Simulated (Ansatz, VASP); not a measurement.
**AlN: VASP beside Ansatz**

INCAR

```
SYSTEM = AlN
ALGO     = Normal         ! electronic algorithm
EDIFF    = 1E-6           ! SCF threshold, eV
ENCUT    = 520            ! plane-wave cutoff, eV
ISIF     = 2              ! what is computed and relaxed
ISMEAR   = 0              ! smearing method
LASPH    = .TRUE.         ! aspherical terms in the spheres
LCHARG   = .FALSE.        ! write CHGCAR
LREAL    = .FALSE.        ! projectors in reciprocal space
LWAVE    = .FALSE.        ! write WAVECAR
NBANDS   = 16             ! bands
NELM     = 80             ! most SCF steps
PREC     = Accurate       ! precision mode
SIGMA    = 0.05           ! smearing width, eV
```

File KPOINTS:

```
k-points
0
G
  9 9 6
  0 0 0
```

The input POSCAR:

```
AlN
1.0
    3.0643371193      0.0000000000      0.0000000000
   -1.5321685597      2.6537937911      0.0000000000
    0.0000000000      0.0000000000      4.9780000000
Al N
2 2
Direct
    0.3333333333      0.6666666667      0.0000000000
    0.6666666667      0.3333333333      0.5000000000
    0.3333333333      0.6666666667      0.3850000000
    0.6666666667      0.3333333333      0.8850000000
```

Input for Ansatz:

```yaml
crystal:
  lattice:
    - [3.0643371193, 0.0, 0.0]
    - [-1.5321685597, 2.6537937911, 0.0]
    - [0.0, 0.0, 4.978]
  atoms:
    - { symbol: Al, position: [0.3333333333, 0.6666666667, 0.0] }
    - { symbol: Al, position: [0.6666666667, 0.3333333333, 0.5] }
    - { symbol: "N", position: [0.3333333333, 0.6666666667, 0.385] }
    - { symbol: "N", position: [0.6666666667, 0.3333333333, 0.885] }
basis:
  ecutwfc: 420
kpoints:
  mp_grid: { grid: [9, 9, 6] }
hamiltonian:
  xc: lda
scf:
  occupations: { method: gaussian, width: 0.05 }
output:
  forces: true
  stress: true
  eigenvalues: true
```

Change from the starting cell: strain -0.015 along x and y, +0.000 along z, atoms carried along.

Alike in both runs: task single point; functional LDA; k mesh 9 × 9 × 6; occupations gaussian, width 0.05 eV; no spin polarisation.

```csv
,VASP,Ansatz
version,VASP 6.6.1,Ansatz 0.2.0
potentials or method,"VASP PAW LDA potentials, release 64 (Al, N), cutoff 520 eV","scalar-relativistic, plane waves, PAW"
valence electrons in the cell,16,16
```

VASP gave:

* gap on the k mesh at the Fermi level (eV): 4.49
* least direct gap on the mesh (eV): 4.49
* pressure (GPa): 2.8
* traceless stress, the component that is largest in VASP (GPa): -5.78
* rms of the force components (eV/Å): 0.212

Problem. Which values does Ansatz return?

Solution. gap on the k mesh at the Fermi level (eV): 4.49; least direct gap on the mesh (eV): 4.49; pressure (GPa): 2.2; traceless stress, the component that is largest in VASP (GPa): -5.63; rms of the force components (eV/Å): 0.206.

LDA's correlation is that of Perdew and Zunger in VASP and of Perdew and Wang (1992) in Ansatz. Atom by atom the forces differ by 0.006 eV/Å (rms over components).
